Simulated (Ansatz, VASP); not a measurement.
## SiNi3: VASP beside Ansatz

INCAR

```
ALGO = Fast ; EDIFF = 1E-6
ENCUT = 520 ; GGA = PE
ISIF = 2 ; ISMEAR = 0
LASPH = T ; LCHARG = F
LREAL = F ; LWAVE = F
NBANDS = 63 ; NELM = 60
PREC = Accurate ; SIGMA = 0.15
```

File KPOINTS:

```
k-points
0
Gamma
  13 13 5
```

The input POSCAR:

```
SiNi3
1.0
    0.0000000000     -3.5062596265      0.0000000000
    0.0000000000      0.0000000000     -3.5062596265
   11.0187788796      0.0000000000      0.0000000000
Si Ni
3 9
Direct
    1.0000000000      1.0000000000      0.2386398199
    1.0000000000      1.0000000000      0.5568474602
    1.0000000000      1.0000000000      0.8750551005
    0.5000000000      0.5000000000      0.8750551005
    0.5000000000      0.5000000000      0.2386398199
    0.5000000000      0.5000000000      0.5568474602
    0.0000000000      0.5000000000      0.0795359997
    0.0000000000      0.5000000000      0.3977436400
    0.0000000000      0.5000000000      0.7159512803
    0.5000000000      1.0000000000      0.0795359997
    0.5000000000      1.0000000000      0.3977436400
    0.5000000000      1.0000000000      0.7159512803
```

Input for Ansatz:

```yaml
crystal:
  lattice:
    - [0.0, -3.5062596265, 0.0]
    - [0.0, 0.0, -3.5062596265]
    - [11.0187788796, 0.0, 0.0]
  atoms:
    - { symbol: Si, position: [1.0, 1.0, 0.2386398199] }
    - { symbol: Si, position: [1.0, 1.0, 0.5568474602] }
    - { symbol: Si, position: [1.0, 1.0, 0.8750551005] }
    - { symbol: Ni, position: [0.5, 0.5, 0.8750551005] }
    - { symbol: Ni, position: [0.5, 0.5, 0.2386398199] }
    - { symbol: Ni, position: [0.5, 0.5, 0.5568474602] }
    - { symbol: Ni, position: [0.0, 0.5, 0.0795359997] }
    - { symbol: Ni, position: [0.0, 0.5, 0.39774364] }
    - { symbol: Ni, position: [0.0, 0.5, 0.7159512803] }
    - { symbol: Ni, position: [0.5, 1.0, 0.0795359997] }
    - { symbol: Ni, position: [0.5, 1.0, 0.39774364] }
    - { symbol: Ni, position: [0.5, 1.0, 0.7159512803] }
basis:
  ecutwfc: 420
kpoints:
  mp_grid: { grid: [13, 13, 5] }
hamiltonian:
  xc: pbe
scf:
  occupations: { method: gaussian, width: 0.15 }
output:
  forces: true
  stress: true
  eigenvalues: true
```

Alike in both runs: task single point; functional PBE; k mesh 13 × 13 × 5; occupations gaussian, width 0.15 eV; no spin polarisation.

|  | VASP | Ansatz |
| --- | --- | --- |
| version | VASP 6.6.1 | Ansatz 0.2.0 |
| potentials or method | VASP PAW PBE potentials, release 64 (Si, Ni), cutoff 520 eV | scalar-relativistic, plane waves, PAW |
| valence electrons in the cell | 102 | 174 |

|  | VASP | Ansatz | Ansatz less VASP |
| --- | --- | --- | --- |
| gap on the k mesh at the Fermi level (eV) | none | none | - |
| pressure (GPa) | -5.2 | -5.2 | -0.08 |
| traceless stress, the component that is largest in VASP (GPa) | -3.55 | -3.62 | -0.069 |
| rms of the force components (eV/Å) | 0.387 | 0.390 | +0.0035 |

Atom by atom the forces differ by 0.004 eV/Å (rms over components). A gap of «none» marks a metal or a gap that the smearing closes. The functional is the same, so the differences come from potentials, cutoffs and numerics. VASP's potentials hold 102 valence electrons a cell and Ansatz's 174, so a difference there can come from the potentials and not from the codes.
